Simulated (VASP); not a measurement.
Input of a VASP 6.6.1 run:

File INCAR:

```
SYSTEM = Pt
ALGO     = Normal         ! electronic algorithm
EDIFF    = 1E-7           ! SCF threshold, eV
EDIFFG   = -0.005         ! ionic threshold
ENCUT    = 600            ! plane-wave cutoff, eV
GGA      = PE             ! functional
IBRION   = 2              ! ionic algorithm
ISIF     = 3              ! what is computed and relaxed
ISMEAR   = 0              ! smearing method
LASPH    = .TRUE.         ! aspherical terms in the spheres
LCHARG   = .FALSE.        ! write CHGCAR
LREAL    = .FALSE.        ! projectors in reciprocal space
LWAVE    = .FALSE.        ! write WAVECAR
NELM     = 60             ! most SCF steps
NSW      = 100            ! ionic steps
PREC     = Accurate       ! precision mode
SIGMA    = 0.1            ! smearing width, eV
```

File KPOINTS:

```
k-points
0
G
  18 18 18
  0 0 0
```

Contents of POSCAR:

```
Pt
1.0
    0.0000000000      1.9836860042      1.9836860042
    1.9836860042      0.0000000000      1.9836860042
    1.9836860042      1.9836860042      0.0000000000
Pt
1
Direct
    0.0000000000      0.0000000000      0.0000000000
```

Potentials or basis: VASP PAW PBE potentials, release 64 (Pt).

Launch:

```sh
$ cat potpaw_PBE.64/Pt/POTCAR > POTCAR
$ mpirun -np 1 vasp_std > vasp.out
```

**Question.** Predict the space group after relaxing (to 0.05 Å).

**Answer.** Fm-3m (No. 225).

**Question.** What does it give for the relaxed cell?

**Answer.** a = 2.806 Å, b = 2.806 Å, c = 2.806 Å, α = 60.00°, β = 60.00°, γ = 60.00°.

**Question.** What does it give for the relaxed volume?

**Answer.** 15.62 Å³/atom.

Final structure:
```cif
data_structure
_symmetry_space_group_name_H-M 'P 1'
_symmetry_Int_Tables_number 1
_cell_length_a 2.8057
_cell_length_b 2.8057
_cell_length_c 2.8057
_cell_angle_alpha 60.000
_cell_angle_beta 60.000
_cell_angle_gamma 60.000
_cell_volume 15.62
loop_
_atom_site_label
_atom_site_type_symbol
_atom_site_fract_x
_atom_site_fract_y
_atom_site_fract_z
_atom_site_occupancy
Pt1 Pt 0.00000 0.00000 0.00000 1
```
